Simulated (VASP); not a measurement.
# SnPt3 (Pm-3m) in VASP: further runs

Runs on SnPt3. Level: LDA. Tasks: single point.

Program: VASP 6.6.1. These are calculated values, not measurements. Logs are shortened: lines on timing, memory, paths and dates and some standing lists are left out, and cuts for length are marked.

**1. The cell of the first run**

Symmetry: Pm-3m, No. 221, cubic system. The conventional cell has a = 3.918 Å, b = 3.918 Å, c = 3.918 Å, α = 90.00°, β = 90.00°, γ = 90.00°. Sn (site symmetry m-3m) has 12 Pt at 2.77 Å within 3.7 Å. Within 3.7 Å of Pt (site symmetry 4/mmm) lie 4 Sn at 2.77 Å and 8 Pt at 2.77 Å.

**2. Single point, LDA (volume scaled by 0.94)**

File INCAR:

```
ALGO     = Normal         # electronic algorithm
EDIFF    = 1E-7           # SCF threshold, eV
ENCUT    = 520            # plane-wave cutoff, eV
GGA      = CA             # functional
ISIF     = 2              # what is computed and relaxed
ISMEAR   = -1             # smearing method
LASPH    = T              # aspherical terms in the spheres
LCHARG   = F              # write CHGCAR
LREAL    = F              # projectors in reciprocal space
LWAVE    = F              # write WAVECAR
NBANDS   = 30             # bands
NELM     = 60             # most SCF steps
PREC     = Accurate       # precision mode
SIGMA    = 0.05           # smearing width, eV
```

File KPOINTS:

```
k-points
0
Gamma
  8 8 8
```

File POSCAR:

```
SnPt3
1.0
    3.9183444349      0.0000000000      0.0000000000
    0.0000000000      3.9183444349      0.0000000000
    0.0000000000      0.0000000000      3.9183444349
Sn Pt
1 3
Direct
    0.0000000000      0.0000000000      0.0000000000
    0.0000000000      0.5000000000      0.5000000000
    0.5000000000      0.0000000000      0.5000000000
    0.5000000000      0.5000000000      0.0000000000
```

Potentials or basis: VASP PAW LDA potentials, release 64 (Sn_d, Pt).

On the command line:

```bash
$ cat potpaw_LDA.64/Sn_d/POTCAR potpaw_LDA.64/Pt/POTCAR > POTCAR
$ mpirun -np 1 vasp_std > vasp.out
```

OUTCAR:

```text
EDIFF = 1E-7
   ENCUT = 520
   GGA = CA
   ISIF = 2
   ISMEAR = -1
   LASPH = T
   LREAL = F
   NELM = 60
   PREC = Accurate

 ion  position               nearest neighbor table
   1  0.000  0.000  0.000-   2 2.77   3 2.77   4 2.77   2 2.77   3 2.77   2 2.77   4 2.77   2 2.77
                             3 2.77   4 2.77   3 2.77   4 2.77
   2  0.000  0.500  0.500-   1 2.77   3 2.77   4 2.77   1 2.77   4 2.77   1 2.77   3 2.77   1 2.77
                             3 2.77   4 2.77   4 2.77   3 2.77
   3  0.500  0.000  0.500-   1 2.77   2 2.77   4 2.77   1 2.77   4 2.77   2 2.77   4 2.77   4 2.77
                             1 2.77   2 2.77   1 2.77   2 2.77
   4  0.500  0.500  0.000-   1 2.77   2 2.77   3 2.77   2 2.77   3 2.77   1 2.77   3 2.77   3 2.77
                             1 2.77   2 2.77   2 2.77   1 2.77

  LATTYP: Found a simple cubic cell.
 ALAT       =     3.9183444349

  Lattice vectors:

 A1 = (   3.9183444349,   0.0000000000,   0.0000000000)
 A2 = (   0.0000000000,   3.9183444349,   0.0000000000)
 A3 = (   0.0000000000,   0.0000000000,   3.9183444349)

Analysis of symmetry for initial positions (statically):
=====================================================================
 Subroutine PRICEL returns:
 Original cell was already a primitive cell.

 Routine SETGRP: Setting up the symmetry group for a
 simple cubic supercell.

 Subroutine GETGRP returns: Found 48 space group operations
 (whereof 48 operations were pure point group operations)
 out of a pool of 48 trial point group operations.

The static configuration has the point symmetry O_h .

Analysis of symmetry for dynamics (positions and initial velocities):
=====================================================================
 Subroutine PRICEL returns:
 Original cell was already a primitive cell.

 Routine SETGRP: Setting up the symmetry group for a
 simple cubic supercell.

 Subroutine GETGRP returns: Found 48 space group operations
 (whereof 48 operations were pure point group operations)
 out of a pool of 48 trial point group operations.

The dynamic configuration has the point symmetry O_h .

 Subroutine INISYM returns: Found 48 space group operations
 (whereof 48 operations are pure point group operations),
 and found     1 'primitive' translations

----------------------------------------------------------------------------------------

                                     Primitive cell

  volume of cell :      60.1600

  direct lattice vectors                    reciprocal lattice vectors
     3.918344435  0.000000000  0.000000000     0.255209826  0.000000000  0.000000000
     0.000000000  3.918344435  0.000000000     0.000000000  0.255209826  0.000000000
     0.000000000  0.000000000  3.918344435     0.000000000  0.000000000  0.255209826

  length of vectors
     3.918344435  3.918344435  3.918344435     0.255209826  0.255209826  0.255209826

  position of ions in fractional coordinates (direct lattice)
     0.000000000  0.000000000  0.000000000
     0.000000000  0.500000000  0.500000000
     0.500000000  0.000000000  0.500000000
     0.500000000  0.500000000  0.000000000

  ion indices of the primitive-cell ions
   primitive index   ion index
                 1           1
                 2           2
                 3           3
                 4           4

----------------------------------------------------------------------------------------

 KPOINTS: k-points

Automatic generation of k-mesh.
 Grid dimensions read from file:
 generate k-points for:    8    8    8

 Generating k-lattice:

  Cartesian coordinates                     Fractional coordinates (reciprocal lattice)
     0.031901228  0.000000000  0.000000000     0.125000000  0.000000000  0.000000000
     0.000000000  0.031901228  0.000000000     0.000000000  0.125000000  0.000000000
     0.000000000  0.000000000  0.031901228     0.000000000  0.000000000  0.125000000

  Length of vectors
     0.031901228  0.031901228  0.031901228

  Shift w.r.t. Gamma in fractional coordinates (k-lattice)
     0.000000000  0.000000000  0.000000000

 Subroutine IBZKPT returns following result:
 ===========================================

 Found     35 irreducible k-points:

 Following reciprocal coordinates:
            Coordinates               Weight
  0.000000  0.000000  0.000000      1.000000
  0.125000  0.000000  0.000000      6.000000
  0.250000  0.000000  0.000000      6.000000
  0.375000  0.000000  0.000000      6.000000
  0.500000  0.000000  0.000000      3.000000
  0.125000  0.125000  0.000000     12.000000
[... 16 lines left out ...]
  0.375000  0.375000  0.125000     24.000000
  0.500000  0.375000  0.125000     24.000000
 [... further k-points ...]
   k-points           NKPTS =     35   k-points in BZ     NKDIM =     35   number of bands    NBANDS=     30
   number of dos      NEDOS =    301   number of ions     NIONS =      4
   total plane-waves  NPLWV =  27000
   dimension x,y,z NGX =    30 NGY =   30 NGZ =   30
   dimension x,y,z NGXF=    60 NGYF=   60 NGZF=   60
   ions per type =               1   3
   NGX,Y,Z   is equivalent  to a cutoff of  12.73, 12.73, 12.73 a.u.
   NGXF,Y,Z  is equivalent  to a cutoff of  25.46, 25.46, 25.46 a.u.
 SYSTEM =  unknown system
   PREC   = accura    normal or accurate (medium, high low for compatibility)
   ISTART =      0    job   : 0-new  1-cont  2-samecut
   ICHARG =      2    charge: 1-file 2-atom 10-const
   ISPIN  =      1    spin polarized calculation?
   LNONCOLLINEAR =      F non collinear calculations
   LSORBIT =      F    spin-orbit coupling
   LASPH  =      T    aspherical Exc in radial PAW
   ENCUT  =  520.0 eV  38.22 Ry    6.18 a.u.   7.29  7.29  7.29*2*pi/ulx,y,z
   NELM   =     60;   NELMIN=  2; NELMDL= -5     # of ELM steps
   EDIFF  = 0.1E-06   stopping-criterion for ELM
   LREAL  =      F    real-space projection
   EDIFFG = 0.1E-05   stopping-criterion for IOM
   NSW    =      0    number of steps for IOM
   IBRION =     -1    ionic relax: 0-MD 1-quasi-New 2-CG
   NFREE  =      0    steps in history (QN), initial steepest desc. (CG)
   ISIF   =      2    stress and relaxation
   ISYM   =      2    0-nonsym 1-usesym 2-fastsym
   POTIM  = 0.5000    time-step for ionic-motion
   TEBEG  =    0.0;   TEEND  =   0.0 temperature during run
   PSTRESS=    0.0 pullay stress
   NELECT =      44.0000    total number of electrons
   NUPDOWN=      -1.0000    fix difference up-down
   EMIN   =  10.00;   EMAX   =-10.00  energy-range for DOS
   EFERMI =   0.00;   METHOD = LEGACY
   ISMEAR =    -1;   SIGMA  =   0.05  broadening in eV -4-tet -1-fermi 0-gaus
   EFERMI_NEDOS =   21; number of points for ismear=-14 and -15
   IALGO  =     38    algorithm
   IMIX   =      4    mixing-type and parameters
     AMIX     =   0.40;   BMIX     =  1.00
     AMIX_MAG =   1.60;   BMIX_MAG =  1.00
  volume/ion in A,a.u.               =      15.04       101.49
  Fermi-wavevector in a.u.,A,eV,Ry     =   1.474992  2.787331 29.600870  2.175603
  Thomas-Fermi vector in A             =   2.589696
   LORBIT       =      0    0 simple, 1 ext, 2 COOP (PROOUT), +10 PAW based schemes
   GGA     = CA    functional components
   LHFCALC =     F    Hartree Fock is set to
   AEXX    =    0.0000 exact exchange contribution
   IVDW    =     0    specifies the selected vdW correction
   LEPSILON=     F    determine dielectric tensor
   LRPA    =     F    only Hartree local field effects (RPA)
 non-spin polarized calculation
  energy-cutoff  :      520.00
  volume of cell :       60.16
 maximum number of plane-waves:      1647
 NGX is ok and might be reduce to    30
   NGX = 15   NGY = 15   NGZ = 15

 number of electron      43.9999992 magnetization

 Free energy of the ion-electron system (eV)
  ---------------------------------------------------
  ext. energy  EPLUGINS =         0.00000000
  ---------------------------------------------------
  free energy    TOTEN  =       -28.45922779 eV

  energy without entropy =      -28.44936756  energy(sigma->0) =      -28.45429768

 E-fermi :  13.0256     XC(G=0): -13.6854

 val. band max:       12.9919651385   @ k =   0.1250   0.1250   0.1250
 cond. band min:      13.0740739367   @ k =   0.3750   0.3750   0.3750
 fundamental gap:      0.0821087982
 Fermi energy:        13.0255870008

 k-point     1 :       0.0000    0.0000    0.0000
  band No.  band energies     occupation
      1      -9.0432      2.00000
      2      -9.0432      2.00000
      3      -9.0237      2.00000
      4      -9.0237      2.00000
      5      -9.0237      2.00000
      6       0.2632      2.00000
[... 22 lines left out ...]
     29      20.8887      0.00000
     30      20.8887      0.00000

 k-point     2 :       0.1250    0.0000    0.0000
  band No.  band energies     occupation
      1      -9.0398      2.00000
      2      -9.0345      2.00000
      3      -9.0230      2.00000
      4      -9.0203      2.00000
      5      -9.0203      2.00000
      6       0.4508      2.00000
[... 22 lines left out ...]
     29      21.0329      0.00000
     30      22.0177      0.00000

 k-point     3 :       0.2500    0.0000    0.0000
  band No.  band energies     occupation
      1      -9.0316      2.00000
      2      -9.0215      2.00000
      3      -9.0135      2.00000
      4      -9.0122      2.00000
      5      -9.0122      2.00000
      6       0.9977      2.00000
[... 22 lines left out ...]
     29      20.6896      0.00000
     30      21.5769      0.00000

 k-point     4 :       0.3750    0.0000    0.0000
  band No.  band energies     occupation
      1      -9.0234      2.00000
      2      -9.0200      2.00000
      3      -9.0040      2.00000
      4      -9.0040      2.00000
      5      -8.9925      2.00000
      6       1.8315      2.00000
[... 22 lines left out ...]
     29      20.9342      0.00000
     30      21.6610      0.00000

 k-point     5 :       0.5000    0.0000    0.0000
  band No.  band energies     occupation
      1      -9.0201      2.00000
      2      -9.0194      2.00000
      3      -9.0006      2.00000
      4      -9.0006      2.00000
      5      -8.9838      2.00000
      6       2.4950      2.00000
[... 22 lines left out ...]
     29      20.7276      0.00000
     30      22.0162      0.00000
[... 526 lines left out ...]
     29      22.5367      0.00000
     30      23.4803      0.00000

 k-point    22 :       0.5000    0.2500    0.1250
  band No.  band energies     occupation
      1      -9.0204      2.00000
      2      -9.0130      2.00000
      3      -9.0067      2.00000
      4      -9.0009      2.00000
      5      -8.9680      2.00000
      6       2.9452      2.00000
[... 22 lines left out ...]
     29      23.0351      0.00000
     30      23.1605      0.00000

 k-point    23 :       0.3750    0.3750    0.1250
  band No.  band energies     occupation
      1      -9.0305      2.00000
      2      -9.0095      2.00000
      3      -9.0088      2.00000
      4      -8.9958      2.00000
      5      -8.9622      2.00000
      6       2.9794      2.00000
[... 22 lines left out ...]
     29      22.6638      0.00000
     30      23.4083      0.00000

 k-point    24 :       0.5000    0.3750    0.1250
  band No.  band energies     occupation
      1      -9.0343      2.00000
      2      -9.0091      2.00000
      3      -9.0069      2.00000
      4      -8.9951      2.00000
      5      -8.9562      2.00000
      6       3.2452      2.00000
[... 22 lines left out ...]
     29      21.9878      0.00000
     30      23.5023      0.00000

 [... further k-points ...]

------------------------ aborting loop because EDIFF is reached ----------------------------------------

  FORCE on cell =-STRESS in cart. coord.  units (eV):
  Direction    XX          YY          ZZ          XY          YZ          ZX
  --------------------------------------------------------------------------------------
  -------------------------------------------------------------------------------------
  Total        5.2328317      5.2328317      5.2328317     -0.0000000      0.0000000     -0.0000000
  in kB      139.3604445    139.3604445    139.3604445     -0.0000000      0.0000000     -0.0000000
  external PRESSURE =     139.3604445 kB  Pullay stress =       0.0000000 kB

 VOLUME and BASIS-vectors are now :
 -----------------------------------------------------------------------------
  energy-cutoff  :      520.00
  volume of cell :       60.16
      direct lattice vectors                 reciprocal lattice vectors
     3.918344435  0.000000000  0.000000000     0.255209826  0.000000000  0.000000000
     0.000000000  3.918344435  0.000000000     0.000000000  0.255209826  0.000000000
     0.000000000  0.000000000  3.918344435     0.000000000  0.000000000  0.255209826

 POSITION                                       TOTAL-FORCE (eV/Angst)
 -----------------------------------------------------------------------------------
      0.00000      0.00000      0.00000         0.000000      0.000000      0.000000
      0.00000      1.95917      1.95917         0.000000      0.000000      0.000000
      1.95917      0.00000      1.95917         0.000000      0.000000      0.000000
      1.95917      1.95917      0.00000         0.000000      0.000000      0.000000
 -----------------------------------------------------------------------------------
    total drift:                                0.000000      0.000000     -0.000000

  FREE ENERGIE OF THE ION-ELECTRON SYSTEM (eV)
  ---------------------------------------------------
  free  energy   TOTEN  =       -28.4592277915 eV

  energy  without entropy=      -28.4493675596  energy(sigma->0) =      -28.45429768
```

Wall time 30 s (1 thread of Intel Xeon 6975P-C (Granite Rapids), shared host); peak memory 0.18 GiB.

What came out:

```yaml
Free_energy: -28.4592 eV
Pressure: 13.9 GPa
Band_gap_on_the_k_mesh: zero (band 22 reaches 13.22 eV, above the bottom of band 23 at 12.71 eV)
```

Levels at points of the mesh, in eV from the Fermi level:
| k point | band 20 | band 21 | band 22 | band 23 | band 24 | band 25 |
| --- | --- | --- | --- | --- | --- | --- |
| (0.00, 0.00, 0.00) | -1.33 | -0.41 | 0.19 | 0.19 | 0.19 | 3.41 |
| (0.50, 0.00, 0.00) | -2.61 | -1.22 | 0.19 | 2.03 | 4.10 | 4.10 |
| (0.50, 0.50, 0.00) | -2.30 | -2.12 | -1.69 | 1.03 | 1.03 | 5.33 |
| (0.50, 0.50, 0.50) | -2.29 | -1.00 | -0.32 | -0.32 | -0.32 | 1.19 |

Caveat: spin-orbit coupling is left out, which moves the levels of the heavy elements.

**3. Single point, LDA (volume scaled by 0.98)**

File INCAR:

```
SYSTEM = SnPt3
PREC = Accurate
ENCUT = 520
EDIFF = 1E-7
ISMEAR = -1
SIGMA = 0.05
LREAL = .FALSE.
LASPH = .TRUE.
NELM = 100
ALGO = Normal
ISIF = 2
LWAVE = .FALSE.
LCHARG = .FALSE.
GGA = CA
NBANDS = 30
```

File KPOINTS:

```
Automatic mesh
0
G
  8 8 8
  0 0 0
```

File POSCAR:

```
SnPt3
1.0
    3.9731535535      0.0000000000      0.0000000000
    0.0000000000      3.9731535535      0.0000000000
    0.0000000000      0.0000000000      3.9731535535
Sn Pt
1 3
Direct
    0.0000000000      0.0000000000      0.0000000000
    0.0000000000      0.5000000000      0.5000000000
    0.5000000000      0.0000000000      0.5000000000
    0.5000000000      0.5000000000      0.0000000000
```

Potentials or basis: VASP PAW LDA potentials, release 64 (Sn_d, Pt).

On the command line:

```bash
$ cat potpaw_LDA.64/Sn_d/POTCAR potpaw_LDA.64/Pt/POTCAR > POTCAR
$ mpirun -np 1 vasp_std > vasp.out
```

Run time: 25 s. Hardware: 1 thread of Intel Xeon 6975P-C (Granite Rapids), shared host; peak memory 0.18 GiB.

It converged, with:

| Property | Result |
| --- | --- |
| Free energy | -28.5849 eV |
| Pressure | 2.0 GPa |
| Band gap on the k mesh | zero (band 22 reaches 12.35 eV, above the bottom of band 23 at 11.88 eV) |

Levels at points of the mesh, in eV from the Fermi level:
| k point | band 20 | band 21 | band 22 | band 23 | band 24 | band 25 |
| --- | --- | --- | --- | --- | --- | --- |
| (0.00, 0.00, 0.00) | -1.26 | -0.40 | 0.15 | 0.15 | 0.15 | 3.06 |
| (0.50, 0.00, 0.00) | -2.44 | -1.15 | 0.16 | 1.87 | 3.97 | 3.97 |
| (0.50, 0.50, 0.00) | -2.16 | -1.99 | -1.60 | 0.96 | 0.96 | 5.18 |
| (0.50, 0.50, 0.50) | -2.16 | -0.83 | -0.32 | -0.32 | -0.32 | 0.98 |

Caveat: spin-orbit coupling is left out, which moves the levels of the heavy elements.

(Continued in part 2 of 2.)
